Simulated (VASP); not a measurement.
A run of VASP 6.6.1 is set up as follows.

File INCAR:

```
ALGO = Normal
EDIFF = 1E-7
EDIFFG = -0.01
ENCUT = 600
GGA = PS
IBRION = 2
ISIF = 4
ISMEAR = 0
IVDW = 12
LASPH = T
LCHARG = F
LREAL = F
LWAVE = F
NELM = 100
NSW = 50
PREC = Accurate
SIGMA = 0.02
```

Contents of KPOINTS:

```
k-points
0
Gamma
  12 12 12
```

File POSCAR:

```
WS2
1.0
    1.5756457579      0.9096995025      5.8992315995
   -1.5756457579      0.9096995025      5.8992315995
    0.0000000000     -1.8193990049      5.8992315995
W S
1 2
Direct
    0.0006393566      0.0006393566      0.0006393566
    0.2445139228      0.2445139228      0.2445139228
    0.4235467206      0.4235467206      0.4235467206
```

Potentials or basis: VASP PAW PBE potentials, release 64 (W_sv, S).

Command:

```bash
$ cat potpaw_PBE.64/W_sv/POTCAR potpaw_PBE.64/S/POTCAR > POTCAR
$ mpirun -np 1 vasp_std > vasp.out
```

**Question.** What does it give for the dispersion energy per atom?

**Answer.** -0.405 eV.

**Question.** What does it give for the band gap on the k mesh?

**Answer.** 0.83 eV (least direct gap 1.99 eV).

Forces on the atoms (eV/Å):
```
W    0.000  0.000  0.000
S    0.000  0.000 -0.003
S    0.000  0.000  0.003
```

Caveat: the PAW data sets were made with another functional, which shifts forces and pressure a little; spin-orbit coupling is left out, which moves the levels of the heavy elements. A k mesh can miss the band edges.
